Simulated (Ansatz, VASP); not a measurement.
## TiCo in VASP and in Ansatz

INCAR

```
  PREC = Accurate
  ENCUT = 600
  EDIFF = 1E-6
  ISMEAR = -1
  SIGMA = 0.05
  LREAL = False
  LASPH = True
  NELM = 150
  ALGO = Normal
  ISIF = 3
  LWAVE = False
  LCHARG = False
  ISPIN = 2
  MAGMOM = 2 1
  LORBIT = 11
  LMAXMIX = 4
  GGA = B5
  ALDAX = 1.0
  AGGAX = 1.0
  AGGAC = 1.0
  ALDAC = 0.0
  IBRION = 2
  NSW = 60
  EDIFFG = -0.01
```

The input KPOINTS:

```
Automatic mesh
0
Gamma
  9 9 9
```

Contents of POSCAR:

```
TiCo
1.0
    2.9861109900      0.0000000000      0.0000000000
    0.0000000000      2.9861109900      0.0000000000
    0.0000000000      0.0000000000      2.9861109900
Co Ti
1 1
Direct
    0.5000000000      0.5000000000      0.5000000000
    0.0000000000      0.0000000000      0.0000000000
```

input.yaml

```yaml
crystal:
  lattice:
    - [2.98611099, 0.0, 0.0]
    - [0.0, 2.98611099, 0.0]
    - [0.0, 0.0, 2.98611099]
  atoms:
    - { symbol: Co, position: [0.5, 0.5, 0.5], spin: 2.0 }
    - { symbol: Ti, position: [0.0, 0.0, 0.0], spin: 1.0 }
hamiltonian:
  xc: blyp
  pseudopotentials: { kind: paw }
magnetization:
  spin_polarized: true
kpoints:
  mp_grid: { grid: [9, 9, 9] }
scf:
  occupations: { method: fermi_dirac, width: 0.05 }
output:
  forces: true
  stress: true
  write_density: true
  write_potential: true
  elf: true
  volumetric_format: npy
relax:
  f_tol: 0.01
  max_steps: 40
  cell: { stress_tol: 0.05 }
```

Alike in both runs: task relaxation of cell and atoms; functional BLYP; k mesh 9 × 9 × 9; occupations fermi-dirac, width 0.05 eV; collinear spin.

|  | VASP | Ansatz |
| --- | --- | --- |
| version | VASP 6.6.1 | Ansatz 0.2.0 |
| potentials or method | VASP PAW PBE potentials, release 64 (Co, Ti_sv) | Ansatz PAW |
| plane-wave cutoff (eV) | 600 | 420 |
| valence electrons in the cell | 21 | 29 |

```csv
,VASP,Ansatz,Ansatz less VASP
"gap on the k mesh at the Fermi level, each at its own relaxed structure (eV)",none,none,-
net moment per atom (μB),0.40,0.41,+0.015
size of the moment on the site where the two differ most (μB),0.85,0.91,+0.052
relaxed volume (Å³/atom),13.69,13.71,+0.020
relaxed cell length with the largest relative difference (Å),3.014,3.015,+0.0014
```

VASP's potentials were made for PBE, not for BLYP. Site moments also hang on the region over which each program counts them. A gap of «none» marks a metal or a gap that the smearing closes. VASP's potentials hold 21 valence electrons a cell and Ansatz's 29, so a difference there can come from the potentials and not from the codes.

Noted on Ansatz's run: the plane-wave basis is chosen anew once the cell has moved, so the energies of steps on either side of that aren't comparable.
